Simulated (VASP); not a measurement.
# HfC (Fm-3m) in VASP: further runs

The runs below take HfC through single point, with PBE.

Everything below comes from runs of VASP 6.6.1. Logs are shortened: lines on timing, memory, paths and dates and some standing lists are left out, and cuts for length are marked.

## Step 1: The cell of the first run

The structure is cubic, space group Fm-3m (No. 225). Conventional cell: a = 4.650 Å, b = 4.650 Å, c = 4.650 Å, α = 90.00°, β = 90.00°, γ = 90.00°. Within 3.1 Å of Hf (site symmetry m-3m) lie 6 C at 2.33 Å. Within 3.1 Å of C (site symmetry m-3m) lie 6 Hf at 2.33 Å.

## Step 2: Single point, PBE

INCAR reads:

```
SYSTEM = HfC
PREC     = Accurate       ! precision mode
ENCUT    = 520            ! plane-wave cutoff, eV
EDIFF    = 1E-6           ! SCF threshold, eV
ISMEAR   = 1              ! smearing method
SIGMA    = 0.05           ! smearing width, eV
LREAL    = .FALSE.        ! projectors in reciprocal space
LASPH    = .TRUE.         ! aspherical terms in the spheres
NELM     = 80             ! most SCF steps
ALGO     = Normal         ! electronic algorithm
ISIF     = 2              ! what is computed and relaxed
LWAVE    = .FALSE.        ! write WAVECAR
LCHARG   = .FALSE.        ! write CHGCAR
GGA      = PE             ! functional
NBANDS   = 14             ! bands
```

KPOINTS reads:

```
Automatic mesh
0
G
  3 3 3
  0 0 0
```

POSCAR reads:

```
HfC
1.0
    0.0000000000      2.3250000000      2.3250000000
    2.3250000000      0.0000000000      2.3250000000
    2.3250000000      2.3250000000      0.0000000000
Hf C
1 1
Direct
    0.5000000000      0.5000000000      0.5000000000
    0.0000000000      0.0000000000      0.0000000000
```

Potentials or basis: VASP PAW PBE potentials, release 64 (Hf_pv, C).

Launch:

```sh
$ cat potpaw_PBE.64/Hf_pv/POTCAR potpaw_PBE.64/C/POTCAR > POTCAR
$ mpirun -np 1 vasp_std > vasp.out
```

OUTCAR:

```text
SYSTEM = HfC
   PREC = Accurate
   ENCUT = 520
   EDIFF = 1E-6
   ISMEAR = 1
   LREAL = .FALSE.
   LASPH = .TRUE.
   NELM = 80
   ISIF = 2
   GGA = PE

 ion  position               nearest neighbor table
   1  0.500  0.500  0.500-   2 2.33   2 2.33   2 2.33   2 2.33   2 2.33   2 2.33
   2  0.000  0.000  0.000-   1 2.33   1 2.33   1 2.33   1 2.33   1 2.33   1 2.33

  LATTYP: Found a face centered cubic cell.
 ALAT       =     4.6500000000

  Lattice vectors:

 A1 = (   0.0000000000,   2.3250000000,   2.3250000000)
 A2 = (   2.3250000000,   0.0000000000,   2.3250000000)
 A3 = (   2.3250000000,   2.3250000000,   0.0000000000)

Analysis of symmetry for initial positions (statically):
=====================================================================
 Subroutine PRICEL returns:
 Original cell was already a primitive cell.

 Routine SETGRP: Setting up the symmetry group for a
 face centered cubic supercell.

 Subroutine GETGRP returns: Found 48 space group operations
 (whereof 48 operations were pure point group operations)
 out of a pool of 48 trial point group operations.

The static configuration has the point symmetry O_h .

Analysis of symmetry for dynamics (positions and initial velocities):
=====================================================================
 Subroutine PRICEL returns:
 Original cell was already a primitive cell.

 Routine SETGRP: Setting up the symmetry group for a
 face centered cubic supercell.

 Subroutine GETGRP returns: Found 48 space group operations
 (whereof 48 operations were pure point group operations)
 out of a pool of 48 trial point group operations.

The dynamic configuration has the point symmetry O_h .

 Subroutine INISYM returns: Found 48 space group operations
 (whereof 48 operations are pure point group operations),
 and found     1 'primitive' translations

----------------------------------------------------------------------------------------

                                     Primitive cell

  volume of cell :      25.1362

  direct lattice vectors                    reciprocal lattice vectors
     0.000000000  2.325000000  2.325000000    -0.215053763  0.215053763  0.215053763
     2.325000000  0.000000000  2.325000000     0.215053763 -0.215053763  0.215053763
     2.325000000  2.325000000  0.000000000     0.215053763  0.215053763 -0.215053763

  length of vectors
     3.288046533  3.288046533  3.288046533     0.372484045  0.372484045  0.372484045

  position of ions in fractional coordinates (direct lattice)
     0.500000000  0.500000000  0.500000000
[... 67 lines left out ...]
   PSTRESS=    0.0 pullay stress
   NELECT =      14.0000    total number of electrons
   NUPDOWN=      -1.0000    fix difference up-down
   EMIN   =  10.00;   EMAX   =-10.00  energy-range for DOS
   EFERMI =   0.00;   METHOD = LEGACY
   ISMEAR =     1;   SIGMA  =   0.05  broadening in eV -4-tet -1-fermi 0-gaus
   EFERMI_NEDOS =   21; number of points for ismear=-14 and -15
   IALGO  =     38    algorithm
   IMIX   =      4    mixing-type and parameters
     AMIX     =   0.40;   BMIX     =  1.00
     AMIX_MAG =   1.60;   BMIX_MAG =  1.00
  volume/ion in A,a.u.               =      12.57        84.81
  Fermi-wavevector in a.u.,A,eV,Ry     =   1.346949  2.545365 24.684672  1.814272
  Thomas-Fermi vector in A             =   2.474740
   LORBIT       =      0    0 simple, 1 ext, 2 COOP (PROOUT), +10 PAW based schemes
   GGA     = PE    functional components
   LHFCALC =     F    Hartree Fock is set to
   AEXX    =    0.0000 exact exchange contribution
   IVDW    =     0    specifies the selected vdW correction
   LEPSILON=     F    determine dielectric tensor
   LRPA    =     F    only Hartree local field effects (RPA)
 non-spin polarized calculation
 Methfessel and Paxton  Order N= 1 SIGMA  =   0.05
  energy-cutoff  :      520.00
  volume of cell :       25.14
 maximum number of plane-waves:       680
   NGX = 13   NGY = 13   NGZ = 13

 number of electron      14.0000000 magnetization

 Free energy of the ion-electron system (eV)
  ---------------------------------------------------
  ext. energy  EPLUGINS =         0.00000000
  ---------------------------------------------------
  free energy    TOTEN  =       -20.81326682 eV

  energy without entropy =      -20.80868222  energy(sigma->0) =      -20.81173862

 E-fermi :   5.5642     XC(G=0): -12.2913

 val. band max:        5.5486005440   @ k =   0.3333   0.3333   0.0000
 cond. band min:       6.8880424023   @ k =   0.0000   0.0000   0.0000
 fundamental gap:      1.3394418583
 Fermi energy:         5.5641775117

 k-point     1 :       0.0000    0.0000    0.0000
  band No.  band energies     occupation
      1     -23.5899      2.00000
      2     -23.5899      2.00000
      3     -23.5899      2.00000
      4      -6.3959      2.00000
      5       6.8880      0.00000
      6       6.8880      0.00000
      7       6.8880      0.00000
      8       7.3561      0.00000
      9       7.3561      0.00000
     10       7.3561      0.00000
     11       9.3536      0.00000
     12       9.3536      0.00000
     13      12.7423      0.00000
     14      16.9580      0.00000
[... 37 lines left out ...]
      1     -24.0388      2.00000
      2     -24.0136      2.00000
      3     -23.7296      2.00000
      4      -3.5254      2.00000
      5       1.6349      2.00000
      6       3.1923      2.00000
      7       3.7461      2.00000
      8       8.7701      0.00000
      9      11.1138      0.00000
     10      11.6915      0.00000
     11      13.6557      0.00000
     12      15.7736      0.00000
     13      17.9412      0.00000
     14      19.2692      0.00000

------------------------ aborting loop because EDIFF is reached ----------------------------------------

  FORCE on cell =-STRESS in cart. coord.  units (eV):
  Direction    XX          YY          ZZ          XY          YZ          ZX
  --------------------------------------------------------------------------------------
  -------------------------------------------------------------------------------------
  Total       -0.0766009     -0.0766009     -0.0766009      0.0000000     -0.0000000      0.0000000
  in kB       -4.8825358     -4.8825358     -4.8825358      0.0000000     -0.0000000      0.0000000
  external PRESSURE =      -4.8825358 kB  Pullay stress =       0.0000000 kB

 VOLUME and BASIS-vectors are now :
 -----------------------------------------------------------------------------
  energy-cutoff  :      520.00
  volume of cell :       25.14
      direct lattice vectors                 reciprocal lattice vectors
     0.000000000  2.325000000  2.325000000    -0.215053763  0.215053763  0.215053763
     2.325000000  0.000000000  2.325000000     0.215053763 -0.215053763  0.215053763
     2.325000000  2.325000000  0.000000000     0.215053763  0.215053763 -0.215053763

 POSITION                                       TOTAL-FORCE (eV/Angst)
 -----------------------------------------------------------------------------------
      2.32500      2.32500      2.32500         0.000000     -0.000000      0.000000
      0.00000      0.00000      0.00000        -0.000000      0.000000     -0.000000
 -----------------------------------------------------------------------------------
    total drift:                                0.000000     -0.000000      0.000000

  FREE ENERGIE OF THE ION-ELECTRON SYSTEM (eV)
  ---------------------------------------------------
  free  energy   TOTEN  =       -20.8132668233 eV

  energy  without entropy=      -20.8086822198  energy(sigma->0) =      -20.81173862
```

stdout:

```text
POSCAR found type information on POSCAR HfC
 POSCAR found :  2 types and       2 ions
 scaLAPACK will be used
 LDA part: xc-table for (Slater+PW92), standard interpolation
 POSCAR, INCAR and KPOINTS ok, starting setup
 FFT: planning ... GRIDC
 FFT: planning ... GRID_SOFT
 FFT: planning ... GRID
 WAVECAR not read
 entering main loop
```

It took 1.9 s on 1 thread of Intel Xeon 6975P-C (Granite Rapids), shared host; peak memory 0.13 GiB.

Results:

```yaml
Free_energy: -20.8133 eV
Pressure: -0.5 GPa
Band_gap_on_the_k_mesh: zero (band 7 reaches 6.89 eV, above the bottom of band 8 at 5.55 eV)
```

Levels at points of the mesh, in eV from the Fermi level:
```
           k point  band 3  band 4  band 5  band 6  band 7  band 8  band 9  band 10  band 11  band 12
(0.00, 0.00, 0.00)  -29.15  -11.96    1.32    1.32    1.32    1.79    1.79     1.79     3.79     3.79
```

Caveat: the k points lie up to 0.78 Å⁻¹ apart; spin-orbit coupling is left out, which moves the levels of the heavy elements.

## Step 3: Single point, PBE

INCAR reads:

```
PREC = Accurate
ENCUT = 520
EDIFF = 1E-7
ISMEAR = 1
SIGMA = 0.0406
LREAL = False
LASPH = True
NELM = 60
ALGO = Normal
ISIF = 2
LWAVE = False
LCHARG = False
GGA = PE
NBANDS = 14
```

KPOINTS reads:

```
regular mesh
0
Gamma
  4 4 4
```

POSCAR is that of step 2.

Potentials or basis: VASP PAW PBE potentials, release 64 (Hf_pv, C).

Launch:

```sh
$ cat potpaw_PBE.64/Hf_pv/POTCAR potpaw_PBE.64/C/POTCAR > POTCAR
$ mpirun -np 1 vasp_std > vasp.out
```

It took 2.2 s on 1 thread of Intel Xeon 6975P-C (Granite Rapids), shared host; peak memory 0.13 GiB.

Results (log left out):

| Item | Value |
| --- | --- |
| Free energy | -20.9713 eV |
| Pressure | -1.8 GPa |
| Band gap on the k mesh | zero (band 7 reaches 6.86 eV, above the bottom of band 8 at 5.47 eV) |

Levels at points of the mesh, in eV from the Fermi level:
```csv
k point,band 3,band 4,band 5,band 6,band 7,band 8,band 9,band 10,band 11,band 12
"(0.00, 0.00, 0.00)",-29.07,-11.91,1.36,1.36,1.36,1.86,1.86,1.86,3.86,3.86
"(0.50, 0.00, 0.00)",-29.14,-8.20,-5.71,-2.57,-2.57,5.79,5.79,6.22,6.99,11.82
"(0.50, 0.50, 0.00)",-29.30,-10.03,-2.18,-1.31,0.28,0.28,5.78,7.22,7.22,8.88
```

Caveat: the k points lie up to 0.59 Å⁻¹ apart; spin-orbit coupling is left out, which moves the levels of the heavy elements.

## Step 4: Single point, PBE

INCAR reads:

```
PREC     = Accurate       # precision mode
ENCUT    = 520            # plane-wave cutoff, eV
EDIFF    = 1E-7           # SCF threshold, eV
ISMEAR   = 1              # smearing method
SIGMA    = 0.05           # smearing width, eV
LREAL    = False          # projectors in reciprocal space
LASPH    = True           # aspherical terms in the spheres
NELM     = 80             # most SCF steps
ALGO     = Normal         # electronic algorithm
ISIF     = 2              # what is computed and relaxed
LWAVE    = False          # write WAVECAR
LCHARG   = False          # write CHGCAR
GGA      = PE             # functional
NBANDS   = 14             # bands
```

KPOINTS reads:

```
Automatic mesh
0
Gamma
  5 5 5
```

POSCAR is that of step 3.

Launch:

```sh
$ cat potpaw_PBE.64/Hf_pv/POTCAR potpaw_PBE.64/C/POTCAR > POTCAR
$ mpirun -np 1 vasp_std > vasp.out
```

Run time: 2.4 s. Hardware: 1 thread of Intel Xeon 6975P-C (Granite Rapids), shared host; peak memory 0.13 GiB.

It converged, with:

* Free energy: -20.9963 eV
* Pressure: 0.3 GPa
* Band gap on the k mesh: zero (band 7 reaches 7.00 eV, above the bottom of band 8 at 5.77 eV)

Levels at points of the mesh, in eV from the Fermi level:
```csv
k point,band 5,band 6,band 7,band 8,band 9,band 10
"(0.00, 0.00, 0.00)",1.21,1.21,1.21,1.55,1.55,1.55
```

Caveat: the k points lie up to 0.47 Å⁻¹ apart; spin-orbit coupling is left out, which moves the levels of the heavy elements.

## Step 5: Summary

| k mesh | smearing | gap on the mesh (eV) | pressure (GPa) |
| --- | --- | --- | --- |
| 3 × 3 × 3 | methfessel-paxton 0.05 eV | none | -0.5 |
| 4 × 4 × 4 | methfessel-paxton 0.0406 eV | none | -1.8 |
| 5 × 5 × 5 | methfessel-paxton 0.05 eV | none | 0.3 |

Alike in all rows: task single point; level PBE; potentials or basis VASP PAW PBE potentials, release 64 (Hf_pv, C); no spin polarisation; cell as given; cutoff (eV) 520.

Caveats: all runs use coarse meshes; spin-orbit coupling is left out, which moves the levels of the heavy elements.

Total energies depend on the potentials used, so only differences within one code and one set of settings carry meaning.
